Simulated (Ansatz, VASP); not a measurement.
# Hf in VASP and in Ansatz

```
Hf
1.0
     0.00000    2.11685    2.11685
     2.11685    0.00000    2.11685
     2.11685    2.11685    0.00000
Hf
1
Direct
  0.00000 0.00000 0.00000
```

Change from the starting cell: volume scaled by 0.88, LAPW.

Alike in both runs: task single point; functional PBEsol; k mesh 16 × 16 × 16; occupations fermi-dirac, width 0.05 eV; no spin polarisation.

|  | VASP | Ansatz |
| --- | --- | --- |
| version | VASP 6.6.1 | Ansatz 0.2.0 |
| potentials or method | VASP PAW PBE potentials, release 64 (Hf_pv), cutoff 520 eV | all-electron LAPW, scalar-relativistic |

```tsv
	VASP	Ansatz	Ansatz less VASP
pressure (GPa)	16.7	17.2	+0.47
```

VASP's potentials were made for PBE, not for PBEsol. Ansatz ran all-electron here, and VASP with PAW potentials.

Neither program's run includes spin-orbit coupling.
